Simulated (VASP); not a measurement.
# AlGa3N4 (P-43m) in VASP: further runs

The runs below take AlGa3N4 through single point, with LDA.

All numbers are computed with VASP 6.6.1; they aren't measurements. Logs are shortened: lines on timing, memory, paths and dates and some standing lists are left out, and cuts for length are marked.

## Step 1: The cell of the first run

The structure is cubic, space group P-43m (No. 215). The conventional cell has a = 4.542 Å, b = 4.542 Å, c = 4.542 Å, α = 90.00°, β = 90.00°, γ = 90.00°. Al (site symmetry -43m) has 4 N at 1.93 Å within 2.6 Å. Ga (site symmetry -42m) has 4 N at 1.98 Å within 2.6 Å. N (site symmetry 3m) has 1 Al at 1.93 Å and 3 Ga at 1.98 Å within 2.6 Å.

## Step 2: Single point, LDA

The input, INCAR:

```
  PREC = Accurate
  ENCUT = 520
  EDIFF = 1E-7
  ISMEAR = 0
  SIGMA = 0.05
  LREAL = F
  LASPH = T
  NELM = 100
  ALGO = Normal
  ISIF = 2
  LWAVE = F
  LCHARG = F
  GGA = CA
  NBANDS = 41
```

The input, KPOINTS:

```
Automatic mesh
0
Gamma
  6 6 6
```

The input, POSCAR:

```
AlGa3N4
1.0
    4.5417998259      0.0000000000      0.0000000000
    0.0000000000      4.5417998259      0.0000000000
    0.0000000000      0.0000000000      4.5417998259
Al Ga N
1 3 4
Direct
    0.0000000000      0.0000000000      0.0000000000
    0.5000000000      0.5000000000      0.0000000000
    0.5000000000      0.0000000000      0.5000000000
    0.0000000000      0.5000000000      0.5000000000
    0.7548078379      0.7548078379      0.2451921621
    0.7548078379      0.2451921621      0.7548078379
    0.2451921621      0.7548078379      0.7548078379
    0.2451921621      0.2451921621      0.2451921621
```

Potentials or basis: VASP PAW LDA potentials, release 64 (Al, Ga_d, N).

On the command line:

```
cat potpaw_LDA.64/Al/POTCAR potpaw_LDA.64/Ga_d/POTCAR potpaw_LDA.64/N/POTCAR > POTCAR
mpirun -np 1 vasp_std > vasp.out
```

OUTCAR:

```text
PREC = Accurate
   ENCUT = 520
   EDIFF = 1E-7
   ISMEAR = 0
   LREAL = F
   LASPH = T
   NELM = 100
   ISIF = 2
   GGA = CA

 ion  position               nearest neighbor table
   1  0.000  0.000  0.000-   5 1.93   6 1.93   7 1.93   8 1.93
   2  0.500  0.500  0.000-   5 1.98   6 1.98   7 1.98   8 1.98
   3  0.500  0.000  0.500-   5 1.98   6 1.98   7 1.98   8 1.98
   4  0.000  0.500  0.500-   5 1.98   6 1.98   7 1.98   8 1.98
   5  0.755  0.755  0.245-   1 1.93   2 1.98   3 1.98   4 1.98
   6  0.755  0.245  0.755-   1 1.93   2 1.98   3 1.98   4 1.98
   7  0.245  0.755  0.755-   1 1.93   2 1.98   3 1.98   4 1.98
   8  0.245  0.245  0.245-   1 1.93   2 1.98   3 1.98   4 1.98

  LATTYP: Found a simple cubic cell.
 ALAT       =     4.5417998259

  Lattice vectors:

 A1 = (   4.5417998259,   0.0000000000,   0.0000000000)
 A2 = (   0.0000000000,   4.5417998259,   0.0000000000)
 A3 = (   0.0000000000,   0.0000000000,   4.5417998259)

Analysis of symmetry for initial positions (statically):
=====================================================================
 Subroutine PRICEL returns:
 Original cell was already a primitive cell.

 Routine SETGRP: Setting up the symmetry group for a
 simple cubic supercell.

 Subroutine GETGRP returns: Found 24 space group operations
 (whereof 24 operations were pure point group operations)
 out of a pool of 48 trial point group operations.

The static configuration has the point symmetry T_d .

Analysis of symmetry for dynamics (positions and initial velocities):
=====================================================================
 Subroutine PRICEL returns:
 Original cell was already a primitive cell.

 Routine SETGRP: Setting up the symmetry group for a
 simple cubic supercell.

 Subroutine GETGRP returns: Found 24 space group operations
 (whereof 24 operations were pure point group operations)
 out of a pool of 48 trial point group operations.

The dynamic configuration has the point symmetry T_d .

 Subroutine INISYM returns: Found 24 space group operations
 (whereof 24 operations are pure point group operations),
 and found     1 'primitive' translations

----------------------------------------------------------------------------------------

                                     Primitive cell

  volume of cell :      93.6880

  direct lattice vectors                    reciprocal lattice vectors
[... 100 lines left out ...]
   ISIF   =      2    stress and relaxation
   ISYM   =      2    0-nonsym 1-usesym 2-fastsym
   POTIM  = 0.5000    time-step for ionic-motion
   TEBEG  =    0.0;   TEEND  =   0.0 temperature during run
   PSTRESS=    0.0 pullay stress
   NELECT =      62.0000    total number of electrons
   NUPDOWN=      -1.0000    fix difference up-down
   EMIN   =  10.00;   EMAX   =-10.00  energy-range for DOS
   EFERMI =   0.00;   METHOD = LEGACY
   ISMEAR =     0;   SIGMA  =   0.05  broadening in eV -4-tet -1-fermi 0-gaus
   EFERMI_NEDOS =   21; number of points for ismear=-14 and -15
   IALGO  =     38    algorithm
   IMIX   =      4    mixing-type and parameters
     AMIX     =   0.40;   BMIX     =  1.00
     AMIX_MAG =   1.60;   BMIX_MAG =  1.00
  volume/ion in A,a.u.               =      11.71        79.03
  Fermi-wavevector in a.u.,A,eV,Ry     =   1.426628  2.695936 27.691494  2.035267
  Thomas-Fermi vector in A             =   2.546885
   LORBIT       =      0    0 simple, 1 ext, 2 COOP (PROOUT), +10 PAW based schemes
   GGA     = CA    functional components
   LHFCALC =     F    Hartree Fock is set to
   AEXX    =    0.0000 exact exchange contribution
   IVDW    =     0    specifies the selected vdW correction
   LEPSILON=     F    determine dielectric tensor
   LRPA    =     F    only Hartree local field effects (RPA)
 non-spin polarized calculation
 Gauss-broadening in eV      SIGMA  =   0.05
  energy-cutoff  :      520.00
  volume of cell :       93.69
 maximum number of plane-waves:      2560
 NGX is ok and might be reduce to    36
   NGX = 17   NGY = 17   NGZ = 17

 number of electron      62.0000061 magnetization

 Free energy of the ion-electron system (eV)
  ---------------------------------------------------
  ext. energy  EPLUGINS =         0.00000000
  ---------------------------------------------------
  free energy    TOTEN  =       -57.93110229 eV

  energy without entropy =      -57.93110229  energy(sigma->0) =      -57.93110229

 E-fermi :   4.9325     XC(G=0): -11.6895

 val. band max:        4.6804385474   @ k =   0.0000   0.0000   0.0000
 cond. band min:       6.7117132245   @ k =   0.0000   0.0000   0.0000
 fundamental gap:      2.0312746771
 Fermi energy:         4.9324921383

 k-point     1 :       0.0000    0.0000    0.0000
  band No.  band energies     occupation
      1     -10.5004      2.00000
      2      -9.5554      2.00000
      3      -9.5554      2.00000
      4      -9.5554      2.00000
      5      -8.5770      2.00000
      6      -8.5645      2.00000
[... 869 lines left out ...]
     40      14.2973      0.00000
     41      14.2978      0.00000

------------------------ aborting loop because EDIFF is reached ----------------------------------------

  FORCE on cell =-STRESS in cart. coord.  units (eV):
  Direction    XX          YY          ZZ          XY          YZ          ZX
  --------------------------------------------------------------------------------------
  -------------------------------------------------------------------------------------
  Total       -7.3716846     -7.3716846     -7.3716846      0.0000000      0.0000000      0.0000000
  in kB     -126.0646605   -126.0646605   -126.0646605      0.0000000      0.0000000      0.0000000
  external PRESSURE =    -126.0646605 kB  Pullay stress =       0.0000000 kB

 VOLUME and BASIS-vectors are now :
 -----------------------------------------------------------------------------
  energy-cutoff  :      520.00
  volume of cell :       93.69
      direct lattice vectors                 reciprocal lattice vectors
     4.541799826  0.000000000  0.000000000     0.220177031  0.000000000  0.000000000
     0.000000000  4.541799826  0.000000000     0.000000000  0.220177031  0.000000000
     0.000000000  0.000000000  4.541799826     0.000000000  0.000000000  0.220177031

 POSITION                                       TOTAL-FORCE (eV/Angst)
 -----------------------------------------------------------------------------------
      0.00000      0.00000      0.00000         0.000000      0.000000      0.000000
      2.27090      2.27090      0.00000         0.000000     -0.000000      0.000000
      2.27090      0.00000      2.27090         0.000000     -0.000000      0.000000
      0.00000      2.27090      2.27090         0.000000      0.000000      0.000000
      3.42819      3.42819      1.11361         0.011044      0.011044     -0.011044
      3.42819      1.11361      3.42819         0.011044     -0.011044      0.011044
      1.11361      3.42819      3.42819        -0.011044      0.011044      0.011044
      1.11361      1.11361      1.11361        -0.011044     -0.011044     -0.011044
 -----------------------------------------------------------------------------------
    total drift:                               -0.000000     -0.000000     -0.000000

  FREE ENERGIE OF THE ION-ELECTRON SYSTEM (eV)
  ---------------------------------------------------
  free  energy   TOTEN  =       -57.9311022948 eV

  energy  without entropy=      -57.9311022948  energy(sigma->0) =      -57.93110229
```

stdout:

```text
POSCAR found type information on POSCAR AlGaN
 POSCAR found :  3 types and       8 ions
 scaLAPACK will be used
 LDA part: xc-table for (Slater(with rela. corr.)+CA(PZ))
 , standard interpolation
 POSCAR, INCAR and KPOINTS ok, starting setup
 FFT: planning ... GRIDC
 FFT: planning ... GRID_SOFT
 FFT: planning ... GRID
 WAVECAR not read
 entering main loop
```

It took 30 s on 1 thread of Intel Xeon 6975P-C (Granite Rapids), shared host; peak memory 0.2 GiB.

Results:

| Quantity | Value |
| --- | --- |
| Free energy | -57.9311 eV |
| Pressure | -12.6 GPa |
| Largest force | 0.019 eV/Å |
| Band gap on the k mesh | 2.03 eV, direct |

Forces in eV/Å, atoms in the order of the input:
```
Al   0.000  0.000  0.000
Ga   0.000  0.000  0.000
Ga   0.000  0.000  0.000
Ga   0.000  0.000  0.000
N    0.011  0.011 -0.011
N    0.011 -0.011  0.011
N   -0.011  0.011  0.011
N   -0.011 -0.011 -0.011
```

Levels at points of the mesh, in eV from the valence-band top:
| k point | band 29 | band 30 | band 31 | band 32 | band 33 | band 34 |
| --- | --- | --- | --- | --- | --- | --- |
| (0.00, 0.00, 0.00) | 0.00 | 0.00 | 0.00 | 2.03 | 3.33 | 3.33 |
| (0.50, 0.00, 0.00) | -1.40 | -1.15 | -1.15 | 4.65 | 4.73 | 6.03 |
| (0.50, 0.50, 0.00) | -0.90 | -0.90 | -0.61 | 6.23 | 6.37 | 6.37 |
| (0.50, 0.50, 0.50) | -0.66 | -0.66 | -0.66 | 4.54 | 4.54 | 4.54 |

## Step 3: Single point, LDA

This run uses another cell than the first one, of 12.15 Å³/atom, 1.037 times its volume.

The input, INCAR:

```
ALGO = Normal
EDIFF = 1E-7
ENCUT = 520
ISIF = 2
ISMEAR = 0
LASPH = T
LCHARG = F
LREAL = F
LWAVE = F
NBANDS = 41
NELM = 100
PREC = Accurate
SIGMA = 0.05
```

The input, KPOINTS:

```
k-points
0
Gamma
  6 6 6
```

Changes to POSCAR since step 2:

```diff
@@ -2,5 +2,5 @@
 1.0
-    4.5417998259      0.0000000000      0.0000000000
-    0.0000000000      4.5417998259      0.0000000000
-    0.0000000000      0.0000000000      4.5417998259
+    4.5972258005      0.0000000000      0.0000000000
+    0.0000000000      4.5972258005      0.0000000000
+    0.0000000000      0.0000000000      4.5972258005
 Al Ga N
```

Potentials or basis: VASP PAW LDA potentials, release 64 (Al, Ga_d, N).

On the command line:

```
cat potpaw_LDA.64/Al/POTCAR potpaw_LDA.64/Ga_d/POTCAR potpaw_LDA.64/N/POTCAR > POTCAR
mpirun -np 1 vasp_std > vasp.out
```

OUTCAR:

```text
EDIFF = 1E-7
   ENCUT = 520
   ISIF = 2
   ISMEAR = 0
   LASPH = T
   LREAL = F
   NELM = 100
   PREC = Accurate

 ion  position               nearest neighbor table
   1  0.000  0.000  0.000-   5 1.95   6 1.95   7 1.95   8 1.95
   2  0.500  0.500  0.000-   5 2.00   6 2.00   7 2.00   8 2.00
   3  0.500  0.000  0.500-   5 2.00   6 2.00   7 2.00   8 2.00
   4  0.000  0.500  0.500-   5 2.00   6 2.00   7 2.00   8 2.00
   5  0.755  0.755  0.245-   1 1.95   2 2.00   3 2.00   4 2.00
   6  0.755  0.245  0.755-   1 1.95   2 2.00   3 2.00   4 2.00
[... 1087 lines left out ...]
  Total      -10.6217533    -10.6217533    -10.6217533     -0.0000000      0.0000000      0.0000000
  in kB     -175.1536877   -175.1536877   -175.1536877     -0.0000000      0.0000000      0.0000000
  external PRESSURE =    -175.1536877 kB  Pullay stress =       0.0000000 kB

 VOLUME and BASIS-vectors are now :
 -----------------------------------------------------------------------------
  energy-cutoff  :      520.00
  volume of cell :       97.16
      direct lattice vectors                 reciprocal lattice vectors
     4.597225801  0.000000000  0.000000000     0.217522489  0.000000000  0.000000000
     0.000000000  4.597225801  0.000000000     0.000000000  0.217522489  0.000000000
     0.000000000  0.000000000  4.597225801     0.000000000  0.000000000  0.217522489

 POSITION                                       TOTAL-FORCE (eV/Angst)
 -----------------------------------------------------------------------------------
      0.00000      0.00000      0.00000         0.000000     -0.000000      0.000000
      2.29861      2.29861      0.00000         0.000000     -0.000000      0.000000
      2.29861      0.00000      2.29861         0.000000     -0.000000      0.000000
      0.00000      2.29861      2.29861         0.000000     -0.000000      0.000000
      3.47002      3.47002      1.12720         0.011485      0.011485     -0.011485
      3.47002      1.12720      3.47002         0.011485     -0.011485      0.011485
      1.12720      3.47002      3.47002        -0.011485      0.011485      0.011485
      1.12720      1.12720      1.12720        -0.011485     -0.011485     -0.011485
 -----------------------------------------------------------------------------------
    total drift:                               -0.000000     -0.000000     -0.000000

  FREE ENERGIE OF THE ION-ELECTRON SYSTEM (eV)
  ---------------------------------------------------
  free  energy   TOTEN  =       -57.6044565590 eV

  energy  without entropy=      -57.6044565590  energy(sigma->0) =      -57.60445656
```

OSZICAR:

```text
N       E                     dE             d eps       ncg     rms          rms(c)
DAV:   1     0.623837605796E+03    0.62384E+03   -0.28198E+04  1825   0.248E+03
DAV:   2     0.528541644882E+02   -0.57098E+03   -0.53382E+03  1752   0.638E+02
DAV:   3    -0.579355765185E+02   -0.11079E+03   -0.10681E+03  1850   0.192E+02
DAV:   4    -0.655328506114E+02   -0.75973E+01   -0.75272E+01  2261   0.529E+01
DAV:   5    -0.656987527959E+02   -0.16590E+00   -0.16569E+00  2032   0.787E+00    0.150E+01
DAV:   6    -0.576076201026E+02    0.80911E+01   -0.27360E+01  2989   0.553E+01    0.464E+00
DAV:   7    -0.577291824212E+02   -0.12156E+00   -0.32763E+00  1977   0.103E+01    0.369E+00
DAV:   8    -0.576533137687E+02    0.75869E-01   -0.73961E-01  2725   0.619E+00    0.140E+00
DAV:   9    -0.576033724729E+02    0.49941E-01   -0.18693E-01  2501   0.484E+00    0.538E-01
DAV:  10    -0.576045976905E+02   -0.12252E-02   -0.19543E-02  1920   0.771E-01    0.240E-01
DAV:  11    -0.576044943986E+02    0.10329E-03   -0.34995E-03  2453   0.630E-01    0.453E-02
DAV:  12    -0.576044557938E+02    0.38605E-04   -0.47649E-04  2456   0.218E-01    0.238E-02
DAV:  13    -0.576044556741E+02    0.11962E-06   -0.58588E-05  2806   0.105E-01    0.728E-03
DAV:  14    -0.576044563633E+02   -0.68913E-06   -0.27162E-05  2176   0.720E-02    0.233E-03
DAV:  15    -0.576044565687E+02   -0.20544E-06   -0.26841E-06  2055   0.114E-02    0.185E-03
DAV:  16    -0.576044565590E+02    0.97061E-08   -0.53537E-07  1808   0.361E-03
   1 F= -.57604457E+02 E0= -.57604457E+02  d E =-.221475E-14
```

Wall time 33 s (1 thread of Intel Xeon 6975P-C (Granite Rapids), shared host); peak memory 0.21 GiB.

Results:

| Property | Result |
| --- | --- |
| Free energy | -57.6045 eV |
| Pressure | -17.5 GPa |
| Largest force | 0.020 eV/Å |
| Band gap on the k mesh | 1.78 eV, direct |

Forces in eV/Å, atoms in the order of the input:
```
Al   0.000  0.000  0.000
Ga   0.000  0.000  0.000
Ga   0.000  0.000  0.000
Ga   0.000  0.000  0.000
N    0.011  0.011 -0.011
N    0.011 -0.011  0.011
N   -0.011  0.011  0.011
N   -0.011 -0.011 -0.011
```

LDA gaps usually lie below the measured ones, often by a third to a half.

## Step 4: Single point, LDA

This run uses another cell than the first one, of 12.58 Å³/atom, 1.074 times its volume.

The input, INCAR:

```
SYSTEM = AlGa3N4
ALGO = Normal
EDIFF = 1E-6
ENCUT = 520
GGA = CA
ISIF = 2
ISMEAR = 0
LASPH = .True.
LCHARG = .False.
LREAL = .False.
LWAVE = .False.
NBANDS = 41
NELM = 100
PREC = Accurate
SIGMA = 0.05
```

The input, KPOINTS:

```
k-points
0
Gamma
  6 6 6
  0 0 0
```

Changes to POSCAR since step 3:

```diff
@@ -2,5 +2,5 @@
 1.0
-    4.5972258005      0.0000000000      0.0000000000
-    0.0000000000      4.5972258005      0.0000000000
-    0.0000000000      0.0000000000      4.5972258005
+    4.6512233263      0.0000000000      0.0000000000
+    0.0000000000      4.6512233263      0.0000000000
+    0.0000000000      0.0000000000      4.6512233263
 Al Ga N
```

On the command line:

```
cat potpaw_LDA.64/Al/POTCAR potpaw_LDA.64/Ga_d/POTCAR potpaw_LDA.64/N/POTCAR > POTCAR
mpirun -np 1 vasp_std > vasp.out
```

Wall time 36 s (1 thread of Intel Xeon 6975P-C (Granite Rapids), shared host); peak memory 0.21 GiB.

It converged, with:

```
Free energy            : -57.1825 eV
Pressure               : -21.5 GPa
Largest force          : 0.024 eV/Å
Band gap on the k mesh : 1.54 eV, direct
```

Forces in eV/Å, atoms in the order of the input:
```
Al   0.000  0.000  0.000
Ga   0.000  0.000  0.000
Ga   0.000  0.000  0.000
Ga   0.000  0.000  0.000
N    0.014  0.014 -0.014
N    0.014 -0.014  0.014
N   -0.014  0.014  0.014
N   -0.014 -0.014 -0.014
```

Levels at points of the mesh, in eV from the valence-band top:
```tsv
k point	band 27	band 28	band 29	band 30	band 31	band 32	band 33	band 34	band 35	band 36
(0.00, 0.00, 0.00)	-2.16	-2.16	0.00	0.00	0.00	1.54	3.28	3.28	3.28	5.65
(0.50, 0.00, 0.00)	-2.81	-1.29	-1.29	-1.07	-1.07	4.34	4.40	5.87	5.87	6.72
(0.50, 0.50, 0.00)	-2.71	-0.85	-0.84	-0.84	-0.57	5.65	5.77	5.77	6.82	6.85
(0.50, 0.50, 0.50)	-0.66	-0.66	-0.62	-0.62	-0.62	4.02	4.02	4.02	5.34	8.24
```

LDA gaps usually lie below the measured ones, often by a third to a half.

## Step 5: The runs side by side

| cell | gap on the mesh (eV) | pressure (GPa) | largest force (eV/Å) |
| --- | --- | --- | --- |
| a = 4.542 Å, 8 atoms | 2.03 | -12.6 | 0.02 |
| a = 4.597 Å, 8 atoms | 1.78 | -17.5 | 0.02 |
| a = 4.651 Å, 8 atoms | 1.54 | -21.5 | 0.02 |

Alike in all rows: task single point; level LDA; potentials or basis VASP PAW LDA potentials, release 64 (Al, Ga_d, N); no spin polarisation; k mesh 6 × 6 × 6; cutoff (eV) 520; smearing gaussian 0.05 eV.

Total energies depend on the potentials used, so only differences within one code and one set of settings carry meaning.
